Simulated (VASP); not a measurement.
# Ge (I4_1/amd) in VASP: single point with PBE

Aim: the single point of Ge with PBE.

Program: VASP 6.6.1. These are calculated values, not measurements. Logs are shortened: lines on timing, memory, paths and dates and some standing lists are left out, and cuts for length are marked.

## (1) The cell of the first run

It takes space group I4_1/amd (No. 141, tetragonal). The conventional cell has a = 4.001 Å, b = 4.001 Å, c = 5.771 Å, α = 90.00°, β = 90.00°, γ = 90.00°. Within 3.3 Å of Ge (site symmetry -4m2) lie 4 Ge at 2.47 Å.

## (2) Single point, PBE

Input file INCAR:

```
  PREC = Accurate
  ENCUT = 500
  EDIFF = 1E-6
  ISMEAR = 0
  SIGMA = 0.01
  LREAL = False
  LASPH = True
  NELM = 120
  ALGO = Normal
  ISIF = 2
  LWAVE = False
  LCHARG = True
  GGA = PE
  LELF = True
  LVHAR = True
  NBANDS = 36
  GGA_COMPAT = False
```

Input file KPOINTS:

```
regular mesh
0
Gamma
  8 8 6
```

Input file POSCAR:

```
Ge
1.0
    4.0008101680      0.0000000000      0.0000000000
    0.0000000000      4.0008101680      0.0000000000
    0.0000000000      0.0000000000      5.7711600000
Ge
4
Direct
    0.0000000000      0.0000000000      0.0000000000
    0.5000000000      0.0000000000      0.2500000000
    0.5000000000      0.5000000000      0.5000000000
    0.0000000000      0.5000000000      0.7500000000
```

Potentials or basis: VASP PAW PBE potentials, release 64 (Ge_d).

Started as:

```bash
> cat potpaw_PBE.64/Ge_d/POTCAR > POTCAR
> mpirun -np 1 vasp_std > vasp.out
```

OUTCAR:

```text
PREC = Accurate
   ENCUT = 500
   EDIFF = 1E-6
   ISMEAR = 0
   LREAL = False
   LASPH = True
   NELM = 120
   ISIF = 2
   GGA = PE

 ion  position               nearest neighbor table
   1  0.000  0.000  0.000-   2 2.47   4 2.47   4 2.47   2 2.47
   2  0.500  0.000  0.250-   1 2.47   3 2.47   3 2.47   1 2.47
   3  0.500  0.500  0.500-   2 2.47   4 2.47   2 2.47   4 2.47
   4  0.000  0.500  0.750-   1 2.47   3 2.47   1 2.47   3 2.47

  LATTYP: Found a simple tetragonal cell.
 ALAT       =     4.0008101680
 C/A-ratio  =     1.4424978336

  Lattice vectors:

 A1 = (   4.0008101680,   0.0000000000,   0.0000000000)
 A2 = (   0.0000000000,   4.0008101680,   0.0000000000)
 A3 = (   0.0000000000,   0.0000000000,   5.7711600000)

Analysis of symmetry for initial positions (statically):
=====================================================================
 Subroutine PRICEL returns following result:

  LATTYP: Found a body centered tetragonal cell.
 ALAT       =     4.0008101680
 C/A-ratio  =     1.4424978336

  Lattice vectors:

 A1 = (   2.0004050840,  -2.0004050840,  -2.8855800000)
 A2 = (  -2.0004050840,   2.0004050840,  -2.8855800000)
 A3 = (   2.0004050840,   2.0004050840,   2.8855800000)

   2 primitive cells build up your supercell.

 Routine SETGRP: Setting up the symmetry group for a
 simple tetragonal supercell.

 Subroutine GETGRP returns: Found 16 space group operations
 (whereof  8 operations were pure point group operations)
 out of a pool of 16 trial point group operations.

The static configuration has the point symmetry D_2d.
 The point group associated with its full space group is D_4h.

Analysis of symmetry for dynamics (positions and initial velocities):
=====================================================================
 Subroutine PRICEL returns following result:

  LATTYP: Found a body centered tetragonal cell.
 ALAT       =     4.0008101680
 C/A-ratio  =     1.4424978336

  Lattice vectors:

 A1 = (   2.0004050840,  -2.0004050840,  -2.8855800000)
 A2 = (  -2.0004050840,   2.0004050840,  -2.8855800000)
 A3 = (   2.0004050840,   2.0004050840,   2.8855800000)

   2 primitive cells build up your supercell.

 Routine SETGRP: Setting up the symmetry group for a
 simple tetragonal supercell.

 Subroutine GETGRP returns: Found 16 space group operations
 (whereof  8 operations were pure point group operations)
 out of a pool of 16 trial point group operations.

The dynamic configuration has the point symmetry D_2d.
 The point group associated with its full space group is D_4h.

 Subroutine INISYM returns: Found 16 space group operations
 (whereof  8 operations are pure point group operations),
 and found     2 'primitive' translations

----------------------------------------------------------------------------------------

                                     Primitive cell

  volume of cell :      46.1880

  direct lattice vectors                    reciprocal lattice vectors
     2.000405084 -2.000405084 -2.885580000     0.249949375  0.000000000 -0.173275390
    -2.000405084  2.000405084 -2.885580000     0.000000000  0.249949375 -0.173275390
     2.000405084  2.000405084  2.885580000     0.249949375  0.249949375  0.000000000

  length of vectors
     4.041016325  4.041016325  4.041016325     0.304136566  0.304136566  0.353481796

  position of ions in fractional coordinates (direct lattice)
     0.000000000  0.000000000  0.000000000
     0.250000000  0.750000000  0.500000000

  ion indices of the primitive-cell ions
   primitive index   ion index
                 1           1
                 2           2

----------------------------------------------------------------------------------------

 KPOINTS: regular mesh

Automatic generation of k-mesh.
 Grid dimensions read from file:
 generate k-points for:    8    8    6

 Generating k-lattice:

  Cartesian coordinates                     Fractional coordinates (reciprocal lattice)
     0.031243672  0.000000000  0.000000000     0.125000000  0.000000000  0.000000000
     0.000000000  0.031243672  0.000000000     0.000000000  0.125000000  0.000000000
     0.000000000  0.000000000  0.028879232     0.000000000  0.000000000  0.166666667

  Length of vectors
     0.031243672  0.031243672  0.028879232

  Shift w.r.t. Gamma in fractional coordinates (k-lattice)
     0.000000000  0.000000000  0.000000000

 Subroutine IBZKPT returns following result:
 ===========================================

 Found     60 irreducible k-points:

 Following reciprocal coordinates:
            Coordinates               Weight
  0.000000  0.000000  0.000000      1.000000
  0.125000  0.000000  0.000000      4.000000
  0.250000  0.000000  0.000000      4.000000
  0.375000  0.000000  0.000000      4.000000
  0.500000  0.000000  0.000000      2.000000
  0.125000  0.125000  0.000000      4.000000
[... 16 lines left out ...]
  0.375000  0.125000  0.166667     16.000000
  0.500000  0.125000  0.166667      8.000000
 [... further k-points ...]
   k-points           NKPTS =     60   k-points in BZ     NKDIM =     60   number of bands    NBANDS=     36
   number of dos      NEDOS =    301   number of ions     NIONS =      4
   total plane-waves  NPLWV =  37800
   dimension x,y,z NGX =    30 NGY =   30 NGZ =   42
   dimension x,y,z NGXF=    60 NGYF=   60 NGZF=   84
   ions per type =               4
   NGX,Y,Z   is equivalent  to a cutoff of  12.47, 12.47, 12.10 a.u.
   NGXF,Y,Z  is equivalent  to a cutoff of  24.93, 24.93, 24.20 a.u.
 SYSTEM =  unknown system
   PREC   = accura    normal or accurate (medium, high low for compatibility)
   ISTART =      0    job   : 0-new  1-cont  2-samecut
   ICHARG =      2    charge: 1-file 2-atom 10-const
   ISPIN  =      1    spin polarized calculation?
   LNONCOLLINEAR =      F non collinear calculations
   LSORBIT =      F    spin-orbit coupling
   LASPH  =      T    aspherical Exc in radial PAW
   ENCUT  =  500.0 eV  36.75 Ry    6.06 a.u.   7.29  7.29 10.52*2*pi/ulx,y,z
   NELM   =    120;   NELMIN=  2; NELMDL= -5     # of ELM steps
   EDIFF  = 0.1E-05   stopping-criterion for ELM
   LREAL  =      F    real-space projection
   EDIFFG = 0.1E-04   stopping-criterion for IOM
   NSW    =      0    number of steps for IOM
   IBRION =     -1    ionic relax: 0-MD 1-quasi-New 2-CG
   NFREE  =      0    steps in history (QN), initial steepest desc. (CG)
   ISIF   =      2    stress and relaxation
   ISYM   =      2    0-nonsym 1-usesym 2-fastsym
   POTIM  = 0.5000    time-step for ionic-motion
   TEBEG  =    0.0;   TEEND  =   0.0 temperature during run
   PSTRESS=    0.0 pullay stress
   NELECT =      56.0000    total number of electrons
   NUPDOWN=      -1.0000    fix difference up-down
   EMIN   =  10.00;   EMAX   =-10.00  energy-range for DOS
   EFERMI =   0.00;   METHOD = LEGACY
   ISMEAR =     0;   SIGMA  =   0.01  broadening in eV -4-tet -1-fermi 0-gaus
   EFERMI_NEDOS =   21; number of points for ismear=-14 and -15
   IALGO  =     38    algorithm
   IMIX   =      4    mixing-type and parameters
     AMIX     =   0.40;   BMIX     =  1.00
     AMIX_MAG =   1.60;   BMIX_MAG =  1.00
  volume/ion in A,a.u.               =      23.09       155.85
  Fermi-wavevector in a.u.,A,eV,Ry     =   1.385536  2.618284 26.119243  1.919710
  Thomas-Fermi vector in A             =   2.509937
   LORBIT       =      0    0 simple, 1 ext, 2 COOP (PROOUT), +10 PAW based schemes
   GGA     = PE    functional components
   LHFCALC =     F    Hartree Fock is set to
   AEXX    =    0.0000 exact exchange contribution
   IVDW    =     0    specifies the selected vdW correction
   LEPSILON=     F    determine dielectric tensor
   LRPA    =     F    only Hartree local field effects (RPA)
 non-spin polarized calculation
 Gauss-broadening in eV      SIGMA  =   0.01
  energy-cutoff  :      500.00
  volume of cell :       92.38
 maximum number of plane-waves:      2382
 NGX is ok and might be reduce to    30
   NGX = 15   NGY = 15   NGZ = 21

 number of electron      55.9999943 magnetization

 Free energy of the ion-electron system (eV)
  ---------------------------------------------------
  ext. energy  EPLUGINS =         0.00000000
  ---------------------------------------------------
  free energy    TOTEN  =       -18.03831178 eV

  energy without entropy =      -18.03828239  energy(sigma->0) =      -18.03829709

 E-fermi :   4.8527     XC(G=0):  -9.8305

 val. band max:        4.7700611457   @ k =   0.1250   0.0000   0.0000
 cond. band min:       4.8526619863   @ k =   0.0000   0.0000   0.0000
 fundamental gap:      0.0826008405
 Fermi energy:         4.8526619862

 k-point     1 :       0.0000    0.0000    0.0000
  band No.  band energies     occupation
      1     -20.0228      2.00000
      2     -20.0228      2.00000
      3     -19.9886      2.00000
      4     -19.9886      2.00000
      5     -19.9834      2.00000
      6     -19.9535      2.00000
[... 28 lines left out ...]
     35      11.1803      0.00000
     36      14.0272      0.00000

 k-point     2 :       0.1250    0.0000    0.0000
  band No.  band energies     occupation
      1     -20.0292      2.00000
      2     -20.0230      2.00000
      3     -19.9955      2.00000
      4     -19.9874      2.00000
      5     -19.9863      2.00000
      6     -19.9480      2.00000
[... 28 lines left out ...]
     35      11.8352      0.00000
     36      13.3538      0.00000

 k-point     3 :       0.2500    0.0000    0.0000
  band No.  band energies     occupation
      1     -20.0360      2.00000
      2     -20.0234      2.00000
      3     -20.0068      2.00000
      4     -19.9951      2.00000
      5     -19.9801      2.00000
      6     -19.9389      2.00000
[... 28 lines left out ...]
     35      11.8709      0.00000
     36      12.0928      0.00000

 k-point     4 :       0.3750    0.0000    0.0000
  band No.  band energies     occupation
      1     -20.0339      2.00000
      2     -20.0231      2.00000
      3     -20.0156      2.00000
      4     -20.0086      2.00000
      5     -19.9638      2.00000
      6     -19.9388      2.00000
[... 28 lines left out ...]
     35      10.7324      0.00000
     36      10.8767      0.00000

 k-point     5 :       0.5000    0.0000    0.0000
  band No.  band energies     occupation
      1     -20.0233      2.00000
      2     -20.0233      2.00000
      3     -20.0209      2.00000
      4     -20.0209      2.00000
      5     -19.9458      2.00000
      6     -19.9458      2.00000
[... 655 lines left out ...]
 k-point    22 :       0.2500    0.1250    0.1667
  band No.  band energies     occupation
      1     -20.0335      2.00000
      2     -20.0258      2.00000
      3     -20.0080      2.00000
      4     -19.9999      2.00000
      5     -19.9809      2.00000
      6     -19.9356      2.00000
[... 28 lines left out ...]
     35       9.7452      0.00000
     36      11.9593      0.00000

 k-point    23 :       0.3750    0.1250    0.1667
  band No.  band energies     occupation
      1     -20.0319      2.00000
      2     -20.0230      2.00000
      3     -20.0172      2.00000
      4     -20.0059      2.00000
      5     -19.9701      2.00000
      6     -19.9370      2.00000
[... 28 lines left out ...]
     35      10.7096      0.00000
     36      11.3858      0.00000

 k-point    24 :       0.5000    0.1250    0.1667
  band No.  band energies     occupation
      1     -20.0250      2.00000
      2     -20.0250      2.00000
      3     -20.0162      2.00000
      4     -20.0162      2.00000
      5     -19.9512      2.00000
      6     -19.9512      2.00000
[... 28 lines left out ...]
     35      10.6426      0.00000
     36      10.6426      0.00000

 [... further k-points ...]

------------------------ aborting loop because EDIFF is reached ----------------------------------------

  FORCE on cell =-STRESS in cart. coord.  units (eV):
  Direction    XX          YY          ZZ          XY          YZ          ZX
  --------------------------------------------------------------------------------------
  -------------------------------------------------------------------------------------
  Total        1.5126867      1.5126867      0.6206195      0.0000000      0.0000000      0.0000000
  in kB       26.2361776     26.2361776     10.7640825      0.0000000      0.0000000      0.0000000
  external PRESSURE =      21.0788126 kB  Pullay stress =       0.0000000 kB

 VOLUME and BASIS-vectors are now :
 -----------------------------------------------------------------------------
  energy-cutoff  :      500.00
  volume of cell :       92.38
      direct lattice vectors                 reciprocal lattice vectors
     4.000810168  0.000000000  0.000000000     0.249949375  0.000000000  0.000000000
     0.000000000  4.000810168  0.000000000     0.000000000  0.249949375  0.000000000
     0.000000000  0.000000000  5.771160000     0.000000000  0.000000000  0.173275390

 POSITION                                       TOTAL-FORCE (eV/Angst)
 -----------------------------------------------------------------------------------
      0.00000      0.00000      0.00000        -0.000000      0.000000     -0.000000
      2.00041      0.00000      1.44279         0.000000      0.000000      0.000000
      2.00041      2.00041      2.88558         0.000000     -0.000000     -0.000000
      0.00000      2.00041      4.32837         0.000000      0.000000     -0.000000
 -----------------------------------------------------------------------------------
    total drift:                                0.000000      0.000000      0.000000

  FREE ENERGIE OF THE ION-ELECTRON SYSTEM (eV)
  ---------------------------------------------------
  free  energy   TOTEN  =       -18.0383117789 eV

  energy  without entropy=      -18.0382823940  energy(sigma->0) =      -18.03829709
```

Run time: 2.3 min. Hardware: 1 thread of Intel Xeon Platinum 8259CL at 2.50GHz (Skylake/Cascade Lake), shared host; peak memory 0.27 GiB.

What came out:

| Quantity | Value |
| --- | --- |
| Free energy | -18.0383 eV |
| Pressure | 2.1 GPa |
| Band gap on the k mesh | zero (filled and empty bands touch) |

Stress tensor (GPa, compression positive):
```
2.62 0.00 0.00
0.00 2.62 0.00
0.00 0.00 1.08
```

Levels at points of the mesh, in eV from the Fermi level:
```
           k point  band 26  band 27  band 28  band 29  band 30  band 31
(0.00, 0.00, 0.00)    -0.20    -0.16     0.00     0.00     0.83     0.83
(0.50, 0.00, 0.00)    -3.89    -1.43    -1.43     1.97     1.97     4.69
(0.50, 0.50, 0.00)    -3.10    -3.10    -3.10     0.68     0.68     0.68
(0.00, 0.00, 0.50)    -1.97    -1.97    -1.97     1.10     1.10     2.63
(0.50, 0.00, 0.50)    -1.51    -1.34    -1.34     0.07     0.07     3.64
(0.50, 0.50, 0.50)    -3.86    -3.86    -3.86     4.03     4.03     4.03
```

Caveat: semilocal functionals underestimate gaps, and a narrow one can read as zero.

The gap in the log of VASP goes by the Fermi energy; the results here count the filled bands.